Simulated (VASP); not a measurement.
## InP: single point with PBE0

Crystal: InP.

```
CELL_PARAMETERS angstrom
0.00000 2.95379 2.95379
2.95379 0.00000 2.95379
2.95379 2.95379 0.00000
ATOMIC_POSITIONS crystal
In 0.00000 0.00000 0.00000
P 0.25000 0.25000 0.25000
```

* Program: VASP 6.6.1
* Task: single point
* Functional: PBE0
* Potentials or basis: VASP PAW PBE potentials, release 64 (In_d, P)
* Cutoff: 520 eV
* k mesh: 6 × 6 × 6
* Occupations: gaussian, width 0.01 eV
* Spin: no spin polarisation

```
Pressure               : -0.6 GPa
Band gap on the k mesh : 1.99 eV, direct
```

Levels at points of the mesh, in eV from the valence-band top:
```tsv
k point	band 5	band 6	band 7	band 8	band 9	band 10	band 11	band 12	band 13	band 14
(0.00, 0.00, 0.00)	-15.77	-12.67	0.00	0.00	0.00	1.99	5.61	5.61	5.61	10.15
(0.50, 0.00, 0.00)	-15.76	-10.87	-6.21	-1.04	-1.04	2.85	6.35	6.35	8.68	11.16
(0.50, 0.50, 0.00)	-15.74	-10.18	-6.22	-2.50	-2.50	3.06	3.67	10.98	11.47	11.47
```

Wall time 34 min on 1 thread of Intel(R) Xeon(R) Platinum 8375C CPU @ 2.90GHz (Ice Lake) (shared host), peak memory 0.2 GiB.

Caveat: the PAW data sets were made with another functional, which shifts forces and pressure a little; spin-orbit coupling is left out, which moves the levels of the heavy elements.
